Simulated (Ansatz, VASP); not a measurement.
K: VASP beside Ansatz

POSCAR

```
K
1.0
   -2.6699463634      2.6699463634      2.6699463634
    2.6699463634     -2.6699463634      2.6699463634
    2.6699463634      2.6699463634     -2.6699463634
K
1
Direct
    0.0000000000      0.0000000000      0.0000000000
```

Contents of INCAR.step1:

```
PREC = Accurate
ENCUT = 520
ISMEAR = -1
SIGMA = 0.2
LREAL = False
LASPH = True
NELM = 100
NBANDS = 10
GGA = PE
ALGO = Normal
EDIFF = 1E-4
LWAVE = True
LCHARG = False
```

INCAR.step2

```
PREC = Accurate
ENCUT = 520
EDIFF = 1E-6
ISMEAR = -1
SIGMA = 0.2
LREAL = False
LASPH = True
NELM = 100
ALGO = Normal
ISIF = 2
LWAVE = False
LCHARG = True
METAGGA = R2SCAN
LMIXTAU = True
LELF = True
LVHAR = True
NBANDS = 10
ISTART = 1
```

File KPOINTS:

```
Automatic mesh
0
Gamma
  8 8 8
```

Input for Ansatz:

```yaml
crystal:
  lattice:
    - [-2.6699463634, 2.6699463634, 2.6699463634]
    - [2.6699463634, -2.6699463634, 2.6699463634]
    - [2.6699463634, 2.6699463634, -2.6699463634]
  atoms:
    - { symbol: K, position: [0.0, 0.0, 0.0] }
hamiltonian:
  xc: r2scan
  pseudopotentials:
    kind: paw
    azcp:
      K: "pseudopotentials/K.paw.azcp"
basis:
  ecutwfc: 500
  fft_grid_basis: typed
kpoints:
  mp_grid: { grid: [8, 8, 8], shift: [0, 0, 0] }
magnetization:
  spin_polarized: false
scf:
  occupations: { method: fermi_dirac, width: 0.2 }
  lower_state_search: "off"
output:
  stress: true
  write_density: true
  write_potential: true
  elf: true
  volumetric_format: npy
```

Alike in both runs: task single point; functional r2SCAN; k mesh 8 × 8 × 8; occupations fermi-dirac, width 0.2 eV; no spin polarisation.

|  | VASP | Ansatz |
| --- | --- | --- |
| version | VASP 6.6.1 | Ansatz 0.2.0 |
| potentials or method | VASP PAW PBE potentials, release 64 (K_sv), cutoff 520 eV | plane waves (500 eV) with PAW, scalar-relativistic |
| valence electrons in the cell | 9 | 9 |

```csv
,VASP,Ansatz,Ansatz less VASP
pressure (GPa),0.0,0.1,+0.03
```

VASP's potentials were made for PBE, not for r2SCAN. The functional is the same, so the differences come from potentials, cutoffs and numerics.
